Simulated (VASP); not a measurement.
# H2CI2 (Fmm2) in VASP: further runs

H2CI2 is run at these levels: r2SCAN; tasks: relaxation of cell and atoms, single point.

All numbers are computed with VASP 6.6.1; they aren't measurements. Logs are shortened: lines on timing, memory, paths and dates and some standing lists are left out, and cuts for length are marked.

## (1) The cell of the first run

It takes space group Fmm2 (No. 42, orthorhombic). Conventional cell: a = 7.199 Å, b = 12.800 Å, c = 4.671 Å, α = 90.00°, β = 90.00°, γ = 90.00°. Within 1.5 Å of H (site symmetry m) lie 1 C at 1.09 Å. Within 1.5 Å of C (site symmetry mm2) lie 2 H at 1.09 Å. Within 2.8 Å of I (site symmetry m) lie 1 C at 2.15 Å and 2 H at 2.70 Å.

## (2) Relaxation of cell and atoms, r2SCAN

POSCAR

```
H2CI2
1.0
    0.0000000000      6.3999920768      2.3356582103
    3.5994338446      0.0000000000      2.3356582103
    3.5994338446      6.3999920768      0.0000000000
H C I
2 1 2
Direct
    0.7368029919      0.9888324569      0.2631970081
    0.9888324569      0.7368029919      0.0111675431
    0.9929460097      0.9929460097      0.0070539903
    0.3885491671      0.1088893744      0.8911106256
    0.1088893744      0.3885491671      0.6114508329
```

INCAR.step1

```
ALGO = Normal
EDIFF = 1E-4
ENCUT = 600
GGA = PE
ISMEAR = 0
LASPH = True
LCHARG = False
LREAL = False
LWAVE = True
NELM = 100
PREC = Accurate
SIGMA = 0.02
```

INCAR.step2

```
ALGO = Normal
EDIFF = 1E-6
EDIFFG = -0.02
ENCUT = 600
IBRION = 2
ISIF = 3
ISMEAR = 0
ISTART = 1
LASPH = True
LCHARG = False
LMIXTAU = True
LREAL = False
LWAVE = False
METAGGA = R2SCAN
NELM = 100
NSW = 70
PREC = Accurate
SIGMA = 0.02
```

KPOINTS

```
k-points
0
Gamma
  6 6 6
```

Potentials or basis: VASP PAW PBE potentials, release 64 (H, C, I).

The run is started by

```console
cat potpaw_PBE.64/H/POTCAR potpaw_PBE.64/C/POTCAR potpaw_PBE.64/I/POTCAR > POTCAR
cp INCAR.step1 INCAR
mpirun -np 1 vasp_std > vasp.out
cp INCAR.step2 INCAR
mpirun -np 1 vasp_std > vasp.out
```

OUTCAR:

```text
EDIFF = 1E-6
   EDIFFG = -0.02
   ENCUT = 600
   IBRION = 2
   ISIF = 3
   ISMEAR = 0
   ISTART = 1
   LASPH = True
   LREAL = False
   METAGGA = R2SCAN
   NELM = 100
   NSW = 70
   PREC = Accurate

 ion  position               nearest neighbor table
   1  0.737  0.989  0.263-   3 1.09
   2  0.989  0.737  0.011-   3 1.09
   3  0.993  0.993  0.007-   1 1.09   2 1.09   4 2.15   5 2.15
   4  0.389  0.109  0.891-   3 2.15
   5  0.109  0.389  0.611-   3 2.15

  LATTYP: Found a face centered orthorhombic cell.
 ALAT       =     4.6713164206
 B/A-ratio  =     1.5410790109
 C/A-ratio  =     2.7401235543

  Lattice vectors:

 A1 = (   3.5994338446,   6.3999920768,   0.0000000000)
 A2 = (   0.0000000000,   6.3999920768,   2.3356582103)
 A3 = (   3.5994338446,   0.0000000000,   2.3356582103)

Analysis of symmetry for initial positions (statically):
=====================================================================
 Subroutine PRICEL returns:
 Original cell was already a primitive cell.

 Routine SETGRP: Setting up the symmetry group for a
 face centered orthorhombic supercell.

 Subroutine GETGRP returns: Found  4 space group operations
 (whereof  4 operations were pure point group operations)
 out of a pool of  8 trial point group operations.

The static configuration has the point symmetry C_2v.

Analysis of symmetry for dynamics (positions and initial velocities):
=====================================================================
 Subroutine PRICEL returns:
 Original cell was already a primitive cell.

 Routine SETGRP: Setting up the symmetry group for a
 face centered orthorhombic supercell.

 Subroutine GETGRP returns: Found  4 space group operations
 (whereof  4 operations were pure point group operations)
 out of a pool of  8 trial point group operations.

The dynamic configuration has the point symmetry C_2v.

 Subroutine INISYM returns: Found  4 space group operations
 (whereof  4 operations are pure point group operations),
 and found     1 'primitive' translations

----------------------------------------------------------------------------------------

                                     Primitive cell

  volume of cell :     107.6101

  direct lattice vectors                    reciprocal lattice vectors
     0.000000000  6.399992077  2.335658210    -0.138910735  0.078125097  0.214072418
     3.599433845  0.000000000  2.335658210     0.138910735 -0.078125097  0.214072418
     3.599433845  6.399992077  0.000000000     0.138910735  0.078125097 -0.214072418

  length of vectors
     6.812870016  4.290830138  7.342739447     0.266883351  0.266883351  0.266883351

  position of ions in fractional coordinates (direct lattice)
     0.736802992  0.988832457  0.263197008
     0.988832457  0.736802992  0.011167543
     0.992946010  0.992946010  0.007053990
     0.388549167  0.108889374  0.891110626
     0.108889374  0.388549167  0.611450833

  ion indices of the primitive-cell ions
   primitive index   ion index
                 1           1
                 2           2
                 3           3
                 4           4
                 5           5

----------------------------------------------------------------------------------------

 KPOINTS: k-points

Automatic generation of k-mesh.
 Grid dimensions read from file:
 generate k-points for:    6    6    6

 Generating k-lattice:

  Cartesian coordinates                     Fractional coordinates (reciprocal lattice)
    -0.023151789  0.013020849  0.035678736     0.166666667  0.000000000  0.000000000
     0.023151789 -0.013020849  0.035678736     0.000000000  0.166666667  0.000000000
     0.023151789  0.013020849 -0.035678736     0.000000000  0.000000000  0.166666667

  Length of vectors
     0.044480558  0.044480558  0.044480558

  Shift w.r.t. Gamma in fractional coordinates (k-lattice)
     0.000000000  0.000000000  0.000000000

 Subroutine IBZKPT returns following result:
 ===========================================

 Found     46 irreducible k-points:

 Following reciprocal coordinates:
            Coordinates               Weight
  0.000000  0.000000  0.000000      1.000000
  0.166667  0.000000  0.000000      8.000000
  0.333333  0.000000  0.000000      8.000000
  0.500000  0.000000  0.000000      4.000000
  0.166667  0.166667  0.000000      2.000000
  0.333333  0.166667  0.000000      8.000000
[... 16 lines left out ...]
 -0.166667  0.166667  0.166667      8.000000
  0.500000  0.333333  0.166667      4.000000
 [... further k-points ...]
   k-points           NKPTS =     46   k-points in BZ     NKDIM =     46   number of bands    NBANDS=     14
   number of dos      NEDOS =    301   number of ions     NIONS =      5
   total plane-waves  NPLWV = 116640
   dimension x,y,z NGX =    54 NGY =   36 NGZ =   60
   dimension x,y,z NGXF=   108 NGYF=   72 NGZF=  120
   ions per type =               2   1   2
   NGX,Y,Z   is equivalent  to a cutoff of  13.18, 13.95, 13.58 a.u.
   NGXF,Y,Z  is equivalent  to a cutoff of  26.35, 27.90, 27.17 a.u.
 SYSTEM =  unknown system
   PREC   = accura    normal or accurate (medium, high low for compatibility)
   ISTART =      1    job   : 0-new  1-cont  2-samecut
   ICHARG =      0    charge: 1-file 2-atom 10-const
   ISPIN  =      1    spin polarized calculation?
   LNONCOLLINEAR =      F non collinear calculations
   LSORBIT =      F    spin-orbit coupling
   LASPH  =      T    aspherical Exc in radial PAW
   ENCUT  =  600.0 eV  44.10 Ry    6.64 a.u.  13.61  8.57 14.67*2*pi/ulx,y,z
   NELM   =    100;   NELMIN=  2; NELMDL=  0     # of ELM steps
   EDIFF  = 0.1E-05   stopping-criterion for ELM
   LREAL  =      F    real-space projection
   EDIFFG = -.2E-01   stopping-criterion for IOM
   NSW    =     70    number of steps for IOM
   IBRION =      2    ionic relax: 0-MD 1-quasi-New 2-CG
   NFREE  =      1    steps in history (QN), initial steepest desc. (CG)
   ISIF   =      3    stress and relaxation
   ISYM   =      2    0-nonsym 1-usesym 2-fastsym
   POTIM  = 0.5000    time-step for ionic-motion
   TEBEG  =    0.0;   TEEND  =   0.0 temperature during run
   PSTRESS=    0.0 pullay stress
   NELECT =      20.0000    total number of electrons
   NUPDOWN=      -1.0000    fix difference up-down
   EMIN   =  10.00;   EMAX   =-10.00  energy-range for DOS
   EFERMI =   0.00;   METHOD = LEGACY
   ISMEAR =     0;   SIGMA  =   0.02  broadening in eV -4-tet -1-fermi 0-gaus
   EFERMI_NEDOS =   21; number of points for ismear=-14 and -15
   IALGO  =     38    algorithm
   IMIX   =      4    mixing-type and parameters
     AMIX     =   0.40;   BMIX     =  1.00
     AMIX_MAG =   1.60;   BMIX_MAG =  1.00
  volume/ion in A,a.u.               =      21.52       145.24
  Fermi-wavevector in a.u.,A,eV,Ry     =   0.934259  1.765493 11.875702  0.872839
  Thomas-Fermi vector in A             =   2.061045
   LORBIT       =      0    0 simple, 1 ext, 2 COOP (PROOUT), +10 PAW based schemes
   METAGGA = R2SCAN    functional components
   LHFCALC =     F    Hartree Fock is set to
   AEXX    =    0.0000 exact exchange contribution
   IVDW    =     0    specifies the selected vdW correction
   LEPSILON=     F    determine dielectric tensor
   LRPA    =     F    only Hartree local field effects (RPA)
 conjugate gradient relaxation of ions
 non-spin polarized calculation
 Gauss-broadening in eV      SIGMA  =   0.02
  energy-cutoff  :      600.00
  volume of cell :      107.61
 maximum number of plane-waves:      3619
   NGX = 27   NGY = 17   NGZ = 29

--------------------------------------- Ionic step        1  -------------------------------------------

 number of electron      20.0000000 magnetization

 Free energy of the ion-electron system (eV)
  ---------------------------------------------------
  ext. energy  EPLUGINS =         0.00000000
  ---------------------------------------------------
  free energy    TOTEN  =       -65.61000874 eV

  energy without entropy =      -65.61000874  energy(sigma->0) =      -65.61000874

------------------------ aborting loop because EDIFF is reached ----------------------------------------

  FORCE on cell =-STRESS in cart. coord.  units (eV):
  Direction    XX          YY          ZZ          XY          YZ          ZX
  --------------------------------------------------------------------------------------
  -------------------------------------------------------------------------------------
  Total        0.2129410      0.1903759      0.2104911      0.0000000      0.0000000      0.0000000
  in kB        3.1704206      2.8344548      3.1339451      0.0000000      0.0000000      0.0000000
  external PRESSURE =       3.0462735 kB  Pullay stress =       0.0000000 kB
[... 98 lines left out ...]
  FREE ENERGIE OF THE ION-ELECTRON SYSTEM (eV)
  ---------------------------------------------------
  free  energy   TOTEN  =       -65.6164249896 eV

  energy  without entropy=      -65.6164249896  energy(sigma->0) =      -65.61642499

[... ionic steps 4 to 13 ...]

--------------------------------------- Ionic step       14  -------------------------------------------

 number of electron      20.0000000 magnetization

------------------------ aborting loop because EDIFF is reached ----------------------------------------

  FORCE on cell =-STRESS in cart. coord.  units (eV):
  Direction    XX          YY          ZZ          XY          YZ          ZX
  --------------------------------------------------------------------------------------
  -------------------------------------------------------------------------------------
  Total        0.0842393     -0.0515998      0.0248478      0.0000000      0.0000000      0.0000000
  in kB        1.1446638     -0.7011508      0.3376380      0.0000000      0.0000000      0.0000000
  external PRESSURE =       0.2603837 kB  Pullay stress =       0.0000000 kB
[... 63 lines left out ...]
  energy  without entropy=      -65.6367521153  energy(sigma->0) =      -65.63675212

--------------------------------------- Ionic step       16  -------------------------------------------

 number of electron      20.0000001 magnetization

 Free energy of the ion-electron system (eV)
  ---------------------------------------------------
  ext. energy  EPLUGINS =         0.00000000
  ---------------------------------------------------
  free energy    TOTEN  =       -65.63683509 eV

  energy without entropy =      -65.63683509  energy(sigma->0) =      -65.63683509

 E-fermi :   0.7410     XC(G=0):  -8.0152

 val. band max:        0.6304918320   @ k =   0.0000   0.0000   0.0000
 cond. band min:       3.8360051075   @ k =   0.1667   0.1667   0.0000
 fundamental gap:      3.2055132755
 Fermi energy:         0.7410065977

 k-point     1 :       0.0000    0.0000    0.0000
  band No.  band energies     occupation
      1     -13.8448      2.00000
      2     -11.2330      2.00000
      3      -9.5489      2.00000
      4      -4.7885      2.00000
      5      -3.8155      2.00000
      6      -2.5799      2.00000
      7      -0.2646      2.00000
      8       0.4274      2.00000
      9       0.6163      2.00000
     10       0.6305      2.00000
     11       3.9063      0.00000
     12       5.9333      0.00000
     13       6.3975      0.00000
     14       7.3548      0.00000
[... 375 lines left out ...]
 k-point    24 :       0.5000    0.3333    0.1667
  band No.  band energies     occupation
      1     -13.5604      2.00000
      2     -11.2424      2.00000
      3      -9.5154      2.00000
      4      -5.3287      2.00000
      5      -3.6351      2.00000
      6      -3.0282      2.00000
      7      -0.7763      2.00000
      8      -0.6785      2.00000
      9       0.0328      2.00000
     10       0.1308      2.00000
     11       4.4978      0.00000
     12       5.6511      0.00000
     13       8.0785      0.00000
     14       8.3908      0.00000

 [... further k-points ...]

------------------------ aborting loop because EDIFF is reached ----------------------------------------

  FORCE on cell =-STRESS in cart. coord.  units (eV):
  Direction    XX          YY          ZZ          XY          YZ          ZX
  --------------------------------------------------------------------------------------
  -------------------------------------------------------------------------------------
  Total        0.0457137     -0.0450844      0.0076095      0.0000000      0.0000000      0.0000000
  in kB        0.6211033     -0.6125523      0.1033890      0.0000000      0.0000000      0.0000000
  external PRESSURE =       0.0373133 kB  Pullay stress =       0.0000000 kB
[... 20 lines left out ...]
  FREE ENERGIE OF THE ION-ELECTRON SYSTEM (eV)
  ---------------------------------------------------
  free  energy   TOTEN  =       -65.6368350918 eV

  energy  without entropy=      -65.6368350918  energy(sigma->0) =      -65.63683509

 reached required accuracy - stopping structural energy minimisation
```

It took 45 min on 1 thread of AMD EPYC 9R45 (Zen 5), shared host; peak memory 0.41 GiB.

Results:

```
Free energy                           : -65.6368 eV
Relaxed volume                        : 23.58 Å³/atom
Relaxed cell                          : a = 7.020 Å, b = 4.432 Å, c = 7.579 Å, α = 65.55°, β = 35.08°, γ = 79.36°
Space group after relaxing (to 0.1 Å) : Fmm2 (No. 42)
Energy gained by relaxing             : 5.4 meV/atom
Ionic steps                           : 16
Pressure after relaxing               : 0.0 GPa
Largest force after relaxing          : 0.020 eV/Å
Band gap on the k mesh                : 3.21 eV (least direct gap 3.28 eV)
```

Forces on the atoms (eV/Å):
```
H    0.000  0.000 -0.008
H    0.000  0.000 -0.008
C    0.000  0.000  0.020
I    0.000  0.015 -0.002
I    0.000 -0.015 -0.002
```

Step by step:
```
step  energy change (eV)  largest force (eV/Å)  pressure (GPa)  volume (Å³)
   1              0.0000                0.1945            0.30       107.61
   2             -0.0056                0.2067            0.64       108.25
   3             -0.0064                0.3457            0.82       108.59
   4             -0.0089                0.2861            0.79       109.01
   5             -0.0147                0.1078            0.71       110.28
   6             -0.0192                0.2522            0.61       112.86
   7             -0.0237                0.1327            0.33       114.42
   8             -0.0259                0.0534           -0.05       116.76
   9             -0.0259                0.0493           -0.02       116.59
  10             -0.0259                0.0512           -0.03       116.67
  11             -0.0261                0.0428           -0.04       116.88
  12             -0.0266                0.0340           -0.03       117.51
  13             -0.0267                0.0409           -0.02       117.80
  14             -0.0267                0.0726            0.03       117.91
  15             -0.0267                0.0314            0.01       117.86
  16             -0.0268                0.0195            0.00       117.92
```

Final structure:
```
H C I
1.0
     0.00000    6.59828    2.39670
     3.72837    0.00000    2.39670
     3.72837    6.59828    0.00000
H C I
2 1 2
Cartesian
  4.6306 6.5983 4.1664
  2.8262 6.5983 4.1664
  3.7284 6.5983 4.7715
  3.7284 8.3874 1.1556
  3.7284 4.8091 1.1556
```

Levels at points of the mesh, in eV from the valence-band top:
```
           k point  band 6  band 7  band 8  band 9  band 10  band 11  band 12  band 13  band 14
(0.00, 0.00, 0.00)   -3.21   -0.90   -0.20   -0.01     0.00     3.28     5.30     5.77     6.72
(0.50, 0.00, 0.00)   -3.70   -1.47   -0.88   -0.54    -0.16     3.84     5.12     6.20     7.46
(0.50, 0.50, 0.00)   -3.64   -1.89   -1.40   -0.55    -0.45     3.49     4.57     7.63     8.15
(0.50, 0.00, 0.50)   -3.74   -1.15   -0.37   -0.14    -0.09     3.22     4.91     6.86     7.31
(0.00, 0.50, 0.50)   -3.38   -1.28   -1.19   -0.94    -0.27     3.61     4.87     7.09     7.34
```

Caveat: the PAW data sets were made with another functional, which shifts forces and pressure a little; spin-orbit coupling is left out, which moves the levels of the heavy elements. Zero-point motion and thermal expansion aren't in these numbers.

## (3) Single point, r2SCAN

This run uses another cell than the first one, of 23.77 Å³/atom.

POSCAR

```
H2CI2
1.0
    0.0000000000      6.5715523906      2.4077615473
    3.7556606603      0.0000000000      2.4077615473
    3.7556606603      6.5715523906      0.0000000000
H C I
2 1 2
Direct
    0.7499867082      0.9897834866      0.2500132918
    0.9897834866      0.7499867082      0.0102165134
    0.9953797343      0.9953797343      0.0046202657
    0.3767024632      0.1041676077      0.8958323923
    0.1041676077      0.3767024632      0.6232975368
```

INCAR.step1

```
SYSTEM = H2CI2
PREC = Accurate
ENCUT = 520
ISMEAR = 0
SIGMA = 0.02
LREAL = .False.
LASPH = .True.
NELM = 60
NBANDS = 18
GGA = PE
ALGO = Normal
EDIFF = 1E-4
LWAVE = .True.
LCHARG = .False.
```

INCAR.step2

```
SYSTEM = H2CI2
PREC = Accurate
ENCUT = 520
EDIFF = 1E-6
ISMEAR = 0
SIGMA = 0.02
LREAL = .False.
LASPH = .True.
NELM = 60
ALGO = Normal
ISIF = 2
LWAVE = .False.
LCHARG = .True.
METAGGA = R2SCAN
LMIXTAU = .True.
LELF = .True.
LVHAR = .True.
NBANDS = 18
ISTART = 1
```

KPOINTS

```
regular mesh
0
Gamma
  6 6 6
  0 0 0
```

Potentials or basis: VASP PAW PBE potentials, release 64 (H, C, I).

The run is started by

```console
cat potpaw_PBE.64/H/POTCAR potpaw_PBE.64/C/POTCAR potpaw_PBE.64/I/POTCAR > POTCAR
cp INCAR.step1 INCAR
mpirun -np 1 vasp_std > vasp.out
cp INCAR.step2 INCAR
mpirun -np 1 vasp_std > vasp.out
```

Run time: 9.7 min. Hardware: 1 thread of Oxide Virtual Turin-like, shared host; peak memory 0.38 GiB.

It converged, with:

| Quantity | Value |
| --- | --- |
| Free energy | -65.6359 eV |
| Pressure | 0.0 GPa |
| Largest force | 0.106 eV/Å |
| Band gap on the k mesh | 3.21 eV (least direct gap 3.31 eV) |

Forces on the atoms (eV/Å):
```
H    0.056  0.000 -0.035
H   -0.056  0.000 -0.035
C    0.000  0.000  0.106
I    0.000 -0.027 -0.018
I    0.000  0.027 -0.018
```

Stress tensor (GPa, compression positive):
```
 0.10  0.00  0.00
 0.00 -0.18  0.00
 0.00  0.00 -0.05
```

Levels at points of the mesh, in eV from the valence-band top:
```
           k point  band 7  band 8  band 9  band 10  band 11  band 12  band 13  band 14
(0.00, 0.00, 0.00)   -0.86   -0.20   -0.01     0.00     3.31     5.29     5.76     6.74
(0.50, 0.00, 0.00)   -1.44   -0.84   -0.52    -0.14     3.85     5.13     6.23     7.47
(0.50, 0.50, 0.00)   -1.85   -1.38   -0.51    -0.43     3.49     4.59     7.65     8.22
(0.50, 0.00, 0.50)   -1.15   -0.35   -0.13    -0.10     3.21     4.92     6.86     7.30
(0.00, 0.50, 0.50)   -1.26   -1.12   -0.90    -0.25     3.63     4.89     7.12     7.36
```

Caveat: the PAW data sets were made with another functional, which shifts forces and pressure a little; spin-orbit coupling is left out, which moves the levels of the heavy elements. A k mesh can miss the band edges.
